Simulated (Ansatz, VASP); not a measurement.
# One calculation of PbI2, two programs

INCAR

```
ALGO = Normal
EDIFF = 1E-6
ENCUT = 500
GGA = PE
GGA_COMPAT = False
ISIF = 2
ISMEAR = 0
LASPH = True
LCHARG = True
LELF = True
LREAL = False
LVHAR = True
LWAVE = False
NBANDS = 21
NELM = 120
PREC = Accurate
SIGMA = 0.1
```

KPOINTS

```
k-points
0
Gamma
  6 6 2
```

File POSCAR:

```
PbI2
1.0
    4.5550018558      0.0000000000      0.0000000000
   -2.2775009279      3.9447473214      0.0000000000
    0.0000000000      0.0000000000      6.9770000000
Pb I
1 2
Direct
    0.0000000000      0.0000000000      0.0000000000
    0.3333333333      0.6666666667      0.2650000000
    0.6666666667      0.3333333333      0.7350000000
```

Input for Ansatz:

```yaml
crystal:
  lattice:
    - [4.5550018558, 0.0, 0.0]
    - [-2.2775009279, 3.9447473214, 0.0]
    - [0.0, 0.0, 6.977]
  atoms:
    - { symbol: Pb, position: [0.0, 0.0, 0.0] }
    - { symbol: I, position: [0.3333333333, 0.6666666667, 0.265] }
    - { symbol: I, position: [0.6666666667, 0.3333333333, 0.735] }
basis:
  ecutwfc: 420
kpoints:
  mp_grid: { grid: [6, 6, 2] }
hamiltonian:
  xc: pbe
scf:
  occupations: { method: gaussian, width: 0.1 }
output:
  forces: true
  stress: true
  eigenvalues: true
```

Alike in both runs: task single point; functional PBE; k mesh 6 × 6 × 2; occupations gaussian, width 0.1 eV; no spin polarisation.

|  | VASP | Ansatz |
| --- | --- | --- |
| version | VASP 6.6.1 | Ansatz 0.2.0 |
| potentials or method | VASP PAW PBE potentials, release 64 (Pb_d, I), cutoff 500 eV | scalar-relativistic, plane waves, PAW |
| valence electrons in the cell | 28 | 48 |

```csv
,VASP,Ansatz,Ansatz less VASP
gap on the k mesh at the Fermi level (eV),2.22,2.22,0.000
least direct gap on the mesh (eV),2.22,2.22,0.000
pressure (GPa),1.8,1.8,+0.02
"traceless stress, the component that is largest in VASP (GPa)",0.06,0.05,-0.001
rms of the force components (eV/Å),0.081,0.081,+0.0003
```

Atom by atom the forces differ by 0.000 eV/Å (rms over components). VASP's potentials hold 28 valence electrons a cell and Ansatz's 48, so a difference there can come from the potentials and not from the codes.

The k mesh is coarse, so the values compare programs but aren't converged. Spin-orbit coupling is off throughout.
